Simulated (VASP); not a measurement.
Y, 1 atom in the cell. Symmetry: Fm-3m, No. 225, cubic system. The conventional cell has a = 5.258 Å, b = 5.258 Å, c = 5.258 Å, α = 90.00°, β = 90.00°, γ = 90.00°. Within 4.9 Å of Y (site symmetry m-3m) lie 12 Y at 3.72 Å.  This cell differs from its parent crystal: volume scaled by 1.12.

```yaml
Program: VASP 6.6.1
Task: single point
Functional: PBE
Potentials_or_basis: VASP PAW PBE potentials, release 64 (Y_sv)
Cutoff: 520 eV
k_mesh: 12 × 12 × 12
Occupations: fermi-dirac, width 0.05 eV
Spin: collinear spin, ferromagnetic start
Starting_moments: "[1.0] μB"
Dipole_correction: no
Further_INCAR_settings: ALGO = Normal; EDIFF = 1e-06; NBANDS = 16
```

Potentials or basis: VASP PAW PBE potentials, release 64 (Y_sv).

Launch:

```bash
$ cat potpaw_PBE.64/Y_sv/POTCAR > POTCAR
$ mpirun -np 1 vasp_std > vasp.out
```

Hardware: 1 thread of Intel(R) Xeon(R) 6975P-C (Granite Rapids), on a shared host.

Q: How long does it take, and how much memory?

A: Run time: 87 s on 1 thread of Intel(R) Xeon(R) 6975P-C (Granite Rapids) (shared host), peak memory 0.22 GiB. Counts: scf iterations 14, k points 72.
